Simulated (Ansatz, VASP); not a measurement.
NaI: VASP beside Ansatz

Contents of INCAR:

```
PREC     = Accurate       # precision mode
ENCUT    = 520            # plane-wave cutoff, eV
EDIFF    = 1E-7           # SCF threshold, eV
ISMEAR   = 0              # smearing method
SIGMA    = 0.05           # smearing width, eV
LREAL    = F              # projectors in reciprocal space
LASPH    = T              # aspherical terms in the spheres
NELM     = 80             # most SCF steps
ALGO     = Normal         # electronic algorithm
ISIF     = 2              # what is computed and relaxed
LWAVE    = F              # write WAVECAR
LCHARG   = F              # write CHGCAR
GGA      = PS             # functional
NBANDS   = 14             # bands
```

Contents of KPOINTS:

```
Automatic mesh
0
Gamma
  6 6 6
```

The input POSCAR:

```
NaI
1.0
    0.0000000000      3.1878540000      3.2364000000
    3.1878540000      0.0000000000      3.2364000000
    3.1878540000      3.1878540000      0.0000000000
Na I
1 1
Direct
    0.0000000000      0.0000000000      0.0000000000
    0.5000000000      0.5000000000      0.5000000000
```

Input for Ansatz:

```yaml
crystal:
  lattice:
    - [0.0, 3.187854, 3.2364]
    - [3.187854, 0.0, 3.2364]
    - [3.187854, 3.187854, 0.0]
  atoms:
    - { symbol: Na, position: [0.0, 0.0, 0.0] }
    - { symbol: I, position: [0.5, 0.5, 0.5] }
basis:
  ecutwfc: 420
kpoints:
  mp_grid: { grid: [6, 6, 6] }
hamiltonian:
  xc: pbesol
scf:
  occupations: { method: gaussian, width: 0.05 }
output:
  forces: true
  stress: true
  eigenvalues: true
```

Change from the starting cell: strain -0.015 along x and y, +0.000 along z, atoms carried along.

Alike in both runs: task single point; functional PBEsol; k mesh 6 × 6 × 6; occupations gaussian, width 0.05 eV; no spin polarisation.

```csv
,VASP,Ansatz
version,VASP 6.6.1,Ansatz 0.2.0
potentials or method,"VASP PAW PBE potentials, release 64 (Na_pv, I), cutoff 520 eV","scalar-relativistic, plane waves, PAW"
valence electrons in the cell,14,26
```

|  | VASP | Ansatz | Ansatz less VASP |
| --- | --- | --- | --- |
| gap on the k mesh at the Fermi level (eV) | 3.57 | 3.58 | +0.005 |
| least direct gap on the mesh (eV) | 3.57 | 3.58 | +0.005 |
| pressure (GPa) | 0.0 | 0.0 | -0.04 |
| traceless stress, the component that is largest in VASP (GPa) | -0.28 | -0.28 | +0.003 |

VASP's potentials were made for PBE, not for PBEsol. VASP's potentials hold 14 valence electrons a cell and Ansatz's 26, so a difference there can come from the potentials and not from the codes.

Spin-orbit coupling is off throughout.
